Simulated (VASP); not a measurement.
TiO2: single point with PBE

TiO2:

```
Ti O
1.0
    -3.79922    0.00000    0.00000
     0.00000   -3.79922    0.00000
     0.00000    0.00000   10.69690
Ti O
4 8
Direct
  0.00000 0.00000 0.56657
  0.50000 0.50000 0.11331
  0.50000 0.00000 0.33994
  0.00000 0.50000 0.79320
  0.00000 0.00000 0.75377
  0.50000 0.50000 0.30052
  0.50000 0.00000 0.52714
  0.00000 0.50000 0.07389
  0.50000 0.00000 0.15274
  0.00000 0.50000 0.60600
  0.00000 0.00000 0.37937
  0.50000 0.50000 0.83263
```

```yaml
Program: VASP 6.6.1
Task: single point
Functional: PBE
Potentials_or_basis: VASP PAW PBE potentials, release 64 (Ti_sv, O)
Cutoff: 520 eV
k_mesh: 7 × 7 × 3
Occupations: gaussian, width 0.05 eV
Spin: no spin polarisation
```

| Item | Value |
| --- | --- |
| Pressure | -5.6 GPa |
| Largest force | 0.739 eV/Å |
| Band gap on the k mesh | 1.70 eV, indirect (least direct gap 2.02 eV) |

Forces in eV/Å, atoms in the order of the input:
```
Ti   0.000  0.000  0.174
Ti   0.000  0.000  0.534
Ti   0.000  0.000 -0.174
Ti   0.000  0.000 -0.534
O    0.000  0.000  0.081
O    0.000  0.000 -0.527
O    0.000  0.000 -0.093
O    0.000  0.000 -0.739
O    0.000  0.000 -0.081
O    0.000  0.000  0.527
O    0.000  0.000  0.093
O    0.000  0.000  0.739
```

Stress tensor (GPa, compression positive):
```
-12.35   0.00   0.00
  0.00   1.10   0.00
  0.00   0.00  -5.44
```

Levels at points of the mesh, in eV from the valence-band top:
```
           k point  band 46  band 47  band 48  band 49  band 50  band 51
(0.00, 0.00, 0.00)    -0.64    -0.59    -0.32     1.70     1.95     2.19
```

Run time: 7.7 min on 1 thread of Oxide Virtual Turin-like Processor (shared host), peak memory 0.33 GiB.

A k mesh can miss the band edges. Expect the measured gap to be larger: semilocal functionals such as PBE lack the derivative discontinuity.
